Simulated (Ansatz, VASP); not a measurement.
# One calculation of Pb, two programs

Contents of POSCAR:

```
Pb
1.0
   -1.9529041306      1.9529041306      1.9529041306
    1.9529041306     -1.9529041306      1.9529041306
    1.9529041306      1.9529041306     -1.9529041306
Pb
1
Direct
    0.0000000000      0.0000000000      0.0000000000
```

INCAR.step1

```
ALGO = Normal
EDIFF = 1E-5
ENCUT = 520
GGA = PE
ISIF = 2
ISMEAR = -1
LASPH = T
LCHARG = F
LREAL = F
LWAVE = T
NBANDS = 13
NELM = 80
PREC = Accurate
SIGMA = 0.05
```

INCAR.step2

```
ALGO = Normal
EDIFF = 1E-7
ENCUT = 520
GGA = PE
HFSCREEN = 0.2079
ISIF = 2
ISMEAR = -1
ISTART = 1
LASPH = T
LCHARG = F
LHFCALC = T
LREAL = F
LWAVE = F
NBANDS = 13
NELM = 80
PREC = Accurate
PRECFOCK = Normal
SIGMA = 0.05
```

File KPOINTS:

```
k-points
0
Gamma
  6 6 6
```

input

```
crystal:
  lattice:
    - [-1.9529041306, 1.9529041306, 1.9529041306]
    - [1.9529041306, -1.9529041306, 1.9529041306]
    - [1.9529041306, 1.9529041306, -1.9529041306]
  atoms:
    - { symbol: Pb, position: [0.0, 0.0, 0.0] }
hamiltonian:
  xc: hse06
  pseudopotentials: { kind: paw }
kpoints:
  mp_grid: { grid: [6, 6, 6] }
scf:
  occupations: { method: fermi_dirac, width: 0.05 }
output:
  forces: true
  stress: true
  eigenvalues: true
  write_density: true
  write_potential: true
  elf: true
  volumetric_format: npy
```

Alike in both runs: task single point; functional HSE06; k mesh 6 × 6 × 6; occupations fermi-dirac, width 0.05 eV; no spin polarisation.

|  | VASP | Ansatz |
| --- | --- | --- |
| version | VASP 6.6.1 | Ansatz 0.2.0 |
| potentials or method | VASP PAW PBE potentials, release 64 (Pb_d) | Ansatz PAW |
| plane-wave cutoff (eV) | 520 | 420 |
| valence electrons in the cell | 14 | 14 |

Ansatz gave:

* gap on the k mesh at the Fermi level (eV): none
* pressure (GPa): 1.3

Question: Which values does VASP return?

Answer: gap on the k mesh at the Fermi level (eV): none; pressure (GPa): 1.2.

A gap of «none» marks a metal or a gap that the smearing closes.

The k mesh is coarse, so the values compare programs but aren't converged. Neither program's run includes spin-orbit coupling.
